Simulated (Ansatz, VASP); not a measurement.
**One calculation of In, two programs**

```xyz
1
Lattice="-1.6261 1.6261 2.5234 1.6261 -1.6261 2.5234 1.6261 1.6261 -2.5234" Properties=species:S:1:pos:R:3 pbc="T T T"
In    0.0000    0.0000    0.0000
```

Change from the starting cell: zz strain of +2 %.

Alike in both runs: task single point; functional LDA; k mesh 14 × 14 × 14; occupations fermi-dirac, width 0.05 eV; no spin polarisation.

|  | VASP | Ansatz |
| --- | --- | --- |
| version | VASP 6.6.1 | Ansatz 0.2.0 |
| potentials or method | VASP PAW LDA potentials, release 64 (In_d), cutoff 520 eV | all-electron LAPW, scalar-relativistic |

Ansatz gave:

* pressure (GPa): -3.3
* traceless stress, the component that is largest in VASP (GPa): 0.05

Which values does VASP return?

Pressure (GPa): -3.4; traceless stress, the component that is largest in VASP (GPa): 0.03.

LDA's correlation is that of Perdew and Zunger in VASP and of Perdew and Wang (1992) in Ansatz. Ansatz ran all-electron here, and VASP with PAW potentials.
